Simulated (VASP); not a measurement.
Crystal: Si3As.

```
CELL_PARAMETERS angstrom
3.47525 2.00643 3.26394
-3.47525 2.00643 3.26394
0.00000 -4.01287 3.26394
ATOMIC_POSITIONS crystal
Si 0.79700 0.25200 0.79700
Si 0.79700 0.79700 0.25200
Si 0.25200 0.79700 0.79700
Si 0.20300 0.74800 0.20300
Si 0.74800 0.20300 0.20300
Si 0.20300 0.20300 0.74800
As 0.26900 0.26900 0.26900
As 0.73100 0.73100 0.73100
```

```yaml
Program: VASP 6.6.1
Task: relaxation of cell and atoms
Functional: PBE
Potentials_or_basis: VASP PAW PBE potentials, release 64 (Si, As)
Cutoff: 600 eV
k_mesh: 3 × 3 × 3
Occupations: gaussian, width 0.1 eV
Spin: no spin polarisation
```

At the start: pressure 20.5 GPa; volume 17.07 Å³/atom.

Task: Where does the relaxation end?

Result: Over 33 steps the energy falls by 519.5 meV/atom and the volume is 16.94 Å³/atom (-0.7 %); space group R-3m (No. 166, to 0.1 Å) before and after.

Step by step:
```
step  energy change (eV)  largest force (eV/Å)  pressure (GPa)  volume (Å³)
   1              0.0000                5.0104           20.50       136.55
   2             -1.5228                0.5031          -12.92       184.08
   3             -2.9169                0.7287           -5.01       159.54
   4             -2.9214                0.7773           -4.55       158.76
   5             -2.9220                0.8199           -4.17       158.13
   6             -3.3701                0.6428           -2.15       149.67
   7             -3.5064                1.2580            4.94       137.01
   8             -3.5642                0.8191            1.72       141.74
   9             -3.7344                0.8612           -0.45       142.12
  10             -3.7913                0.8549           -1.78       142.40
  11             -3.7705                0.6829           -2.68       142.74
  12             -3.8065                0.8184           -2.25       142.54
  13             -3.9673                0.6766           -0.06       137.45
  14             -3.9936                0.6757            1.83       134.28
  15             -4.0903                0.1917            0.09       135.78
  16             -4.0924                0.1761           -0.10       136.03
  17             -4.1044                0.0981            0.15       135.70
  18             -4.1090                0.0672            0.47       135.31
  19             -4.1118                0.0663           -0.51       136.66
  20             -4.1119                0.0663           -0.34       136.42
  21             -4.1159                0.0696           -0.36       136.44
  22             -4.1249                0.0945           -0.38       136.47
  23             -4.1217                0.1041           -0.31       136.48
  24             -4.1271                0.1021           -0.36       136.48
  25             -4.1289                0.1054            0.97       134.65
  26             -4.1300                0.1041            0.46       135.35
  27             -4.1341                0.0943            0.48       135.27
  28             -4.1451                0.0737            0.52       135.03
  29             -4.1424                0.1651            0.50       134.53
  30             -4.1497                0.1041            0.52       134.85
  31             -4.1515                0.0344           -0.86       136.56
  32             -4.1533                0.0591           -0.31       135.85
  33             -4.1559                0.0290           -0.14       135.55
```

Final structure:
```xyz
8
Lattice="3.6694 2.1185 2.9061 -3.6694 2.1185 2.9061 0.0000 -4.2371 2.9061" Properties=species:S:1:pos:R:3 pbc="T T T"
Si    1.7249   -0.9959    5.1915
Si    0.0000    1.9917    5.1915
Si   -1.7249   -0.9959    5.1915
Si   -1.7249    0.9959    3.5270
Si    1.7249    0.9959    3.5270
Si    0.0000   -1.9917    3.5270
As    0.0000    0.0000    1.9416
As    0.0000    0.0000    6.7768
```

Caveat: the k points lie up to 0.41 Å⁻¹ apart in the final cell, too coarse for converged energies and pressures of a metal.
